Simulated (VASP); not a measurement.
# Cd2Se (Fd-3m) in VASP: single point with PBE

Aim: the single point of Cd2Se with PBE.

Everything below comes from runs of VASP 6.6.1. Logs are shortened: lines on timing, memory, paths and dates and some standing lists are left out, and cuts for length are marked.

### 1 The cell of the first run

It takes space group Fd-3m (No. 227, cubic). The conventional cell has a = 8.433 Å, b = 8.433 Å, c = 8.433 Å, α = 90.00°, β = 90.00°, γ = 90.00°. Within 3.9 Å of Cd (site symmetry -3m) lie 6 Cd at 2.98 Å and 6 Se at 3.50 Å. Within 4.6 Å of Se (site symmetry -43m) lie 12 Cd at 3.50 Å and 4 Se at 3.65 Å.

The cell was built from a structure type or drawn by symmetry, and may not be a known phase.

### 2 Single point, PBE

Input file INCAR:

```
PREC = Accurate
ENCUT = 520
EDIFF = 1E-6
ISMEAR = 0
SIGMA = 0.1
LREAL = F
LASPH = T
NELM = 100
ALGO = Normal
ISIF = 2
LWAVE = F
LCHARG = T
GGA = PE
LELF = T
LVHAR = T
NBANDS = 39
```

Input file KPOINTS:

```
Automatic mesh
0
Gamma
  4 4 4
```

Input file POSCAR:

```
Cd2Se
1.0
    0.0000000000      4.2164633400      4.2164633400
    4.2164633400      0.0000000000      4.2164633400
    4.2164633400      4.2164633400      0.0000000000
Cd Se
4 2
Direct
    0.6250000000      0.6250000000      0.6250000000
    0.1250000000      0.6250000000      0.6250000000
    0.6250000000      0.1250000000      0.6250000000
    0.6250000000      0.6250000000      0.1250000000
    0.0000000000      0.0000000000      0.0000000000
    0.2500000000      0.2500000000      0.2500000000
```

Potentials or basis: VASP PAW PBE potentials, release 64 (Cd, Se).

Run with:

```
cat potpaw_PBE.64/Cd/POTCAR potpaw_PBE.64/Se/POTCAR > POTCAR
mpirun -np 1 vasp_std > vasp.out
```

OUTCAR:

```text
PREC = Accurate
   ENCUT = 520
   EDIFF = 1E-6
   ISMEAR = 0
   LREAL = F
   LASPH = T
   NELM = 100
   ISIF = 2
   GGA = PE

 ion  position               nearest neighbor table
   1  0.625  0.625  0.625-   2 2.98   3 2.98   4 2.98   4 2.98   3 2.98   2 2.98
   2  0.125  0.625  0.625-   1 2.98   4 2.98   3 2.98   1 2.98   3 2.98   4 2.98
   3  0.625  0.125  0.625-   1 2.98   4 2.98   1 2.98   2 2.98   4 2.98   2 2.98
   4  0.625  0.625  0.125-   1 2.98   1 2.98   2 2.98   3 2.98   3 2.98   2 2.98
   5  0.000  0.000  0.000-
   6  0.250  0.250  0.250-

  LATTYP: Found a face centered cubic cell.
 ALAT       =     8.4329266800

  Lattice vectors:

 A1 = (   0.0000000000,   4.2164633400,   4.2164633400)
 A2 = (   4.2164633400,   0.0000000000,   4.2164633400)
 A3 = (   4.2164633400,   4.2164633400,   0.0000000000)

Analysis of symmetry for initial positions (statically):
=====================================================================
 Subroutine PRICEL returns:
 Original cell was already a primitive cell.

 Routine SETGRP: Setting up the symmetry group for a
 face centered cubic supercell.

 Subroutine GETGRP returns: Found 48 space group operations
 (whereof 24 operations were pure point group operations)
 out of a pool of 48 trial point group operations.

The static configuration has the point symmetry T_d .
 The point group associated with its full space group is O_h .

Analysis of symmetry for dynamics (positions and initial velocities):
=====================================================================
 Subroutine PRICEL returns:
 Original cell was already a primitive cell.

 Routine SETGRP: Setting up the symmetry group for a
 face centered cubic supercell.

 Subroutine GETGRP returns: Found 48 space group operations
 (whereof 24 operations were pure point group operations)
 out of a pool of 48 trial point group operations.

The dynamic configuration has the point symmetry T_d .
 The point group associated with its full space group is O_h .

 Subroutine INISYM returns: Found 48 space group operations
 (whereof 24 operations are pure point group operations),
 and found     1 'primitive' translations

----------------------------------------------------------------------------------------

                                     Primitive cell

  volume of cell :     149.9253

[... 80 lines left out ...]
   LREAL  =      F    real-space projection
   EDIFFG = 0.1E-04   stopping-criterion for IOM
   NSW    =      0    number of steps for IOM
   IBRION =     -1    ionic relax: 0-MD 1-quasi-New 2-CG
   NFREE  =      0    steps in history (QN), initial steepest desc. (CG)
   ISIF   =      2    stress and relaxation
   ISYM   =      2    0-nonsym 1-usesym 2-fastsym
   POTIM  = 0.5000    time-step for ionic-motion
   TEBEG  =    0.0;   TEEND  =   0.0 temperature during run
   PSTRESS=    0.0 pullay stress
   NELECT =      60.0000    total number of electrons
   NUPDOWN=      -1.0000    fix difference up-down
   EMIN   =  10.00;   EMAX   =-10.00  energy-range for DOS
   EFERMI =   0.00;   METHOD = LEGACY
   ISMEAR =     0;   SIGMA  =   0.10  broadening in eV -4-tet -1-fermi 0-gaus
   EFERMI_NEDOS =   21; number of points for ismear=-14 and -15
   IALGO  =     38    algorithm
   IMIX   =      4    mixing-type and parameters
     AMIX     =   0.40;   BMIX     =  1.00
     AMIX_MAG =   1.60;   BMIX_MAG =  1.00
  volume/ion in A,a.u.               =      24.99       168.62
  Fermi-wavevector in a.u.,A,eV,Ry     =   1.206425  2.279812 19.802746  1.455461
  Thomas-Fermi vector in A             =   2.342092
   LORBIT       =      0    0 simple, 1 ext, 2 COOP (PROOUT), +10 PAW based schemes
   GGA     = PE    functional components
   LHFCALC =     F    Hartree Fock is set to
   AEXX    =    0.0000 exact exchange contribution
   IVDW    =     0    specifies the selected vdW correction
   LEPSILON=     F    determine dielectric tensor
   LRPA    =     F    only Hartree local field effects (RPA)
 non-spin polarized calculation
 Gauss-broadening in eV      SIGMA  =   0.10
  energy-cutoff  :      520.00
  volume of cell :      149.93
 maximum number of plane-waves:      4056
 NGX is ok and might be reduce to    48
   NGX = 23   NGY = 23   NGZ = 23

 number of electron      60.0000018 magnetization

 Free energy of the ion-electron system (eV)
  ---------------------------------------------------
  ext. energy  EPLUGINS =         0.00000000
  ---------------------------------------------------
  free energy    TOTEN  =        -8.97731912 eV

  energy without entropy =       -8.95481872  energy(sigma->0) =       -8.96606892

 E-fermi :   2.1900     XC(G=0): -10.0171

 val. band max:        2.1650836449   @ k =  -0.2500   0.5000   0.2500
 cond. band min:       2.2077272309   @ k =  -0.2500   0.2500   0.0000
 fundamental gap:      0.0426435860
 Fermi energy:         2.1899626158

 k-point     1 :       0.0000    0.0000    0.0000
  band No.  band energies     occupation
      1     -10.1994      2.00000
      2      -9.0939      2.00000
      3      -7.9718      2.00000
      4      -7.4207      2.00000
      5      -7.4207      2.00000
      6      -7.4207      2.00000
[... 325 lines left out ...]
     38       7.8613      0.00000
     39       9.1619      0.00000

------------------------ aborting loop because EDIFF is reached ----------------------------------------

  FORCE on cell =-STRESS in cart. coord.  units (eV):
  Direction    XX          YY          ZZ          XY          YZ          ZX
  --------------------------------------------------------------------------------------
  -------------------------------------------------------------------------------------
  Total       -2.8150944     -2.8150944     -2.8150944      0.0000000     -0.0000000      0.0000000
  in kB      -30.0835135    -30.0835135    -30.0835135      0.0000000     -0.0000000      0.0000000
  external PRESSURE =     -30.0835135 kB  Pullay stress =       0.0000000 kB

 VOLUME and BASIS-vectors are now :
 -----------------------------------------------------------------------------
  energy-cutoff  :      520.00
  volume of cell :      149.93
      direct lattice vectors                 reciprocal lattice vectors
     0.000000000  4.216463340  4.216463340    -0.118582793  0.118582793  0.118582793
     4.216463340  0.000000000  4.216463340     0.118582793 -0.118582793  0.118582793
     4.216463340  4.216463340  0.000000000     0.118582793  0.118582793 -0.118582793

 POSITION                                       TOTAL-FORCE (eV/Angst)
 -----------------------------------------------------------------------------------
      5.27058      5.27058      5.27058        -0.000000      0.000000     -0.000000
      5.27058      3.16235      3.16235         0.000000      0.000000      0.000000
      3.16235      5.27058      3.16235        -0.000000      0.000000      0.000000
      3.16235      3.16235      5.27058         0.000000     -0.000000      0.000000
      0.00000      0.00000      0.00000         0.000000      0.000000      0.000000
      2.10823      2.10823      2.10823        -0.000000     -0.000000     -0.000000
 -----------------------------------------------------------------------------------
    total drift:                                0.000000      0.000000     -0.000000

  FREE ENERGIE OF THE ION-ELECTRON SYSTEM (eV)
  ---------------------------------------------------
  free  energy   TOTEN  =        -8.9773191237 eV

  energy  without entropy=       -8.9548187154  energy(sigma->0) =       -8.96606892
```

It took 58 s on 1 thread of Intel Xeon Platinum 8259CL at 2.50GHz (Skylake/Cascade Lake), shared host; peak memory 0.32 GiB.

What came out:

```yaml
Free_energy: -8.9773 eV
Pressure: -3.0 GPa
Band_gap_on_the_k_mesh: 0.04 eV (least direct gap 0.14 eV)
```

Caveat: the cell stands under tension.
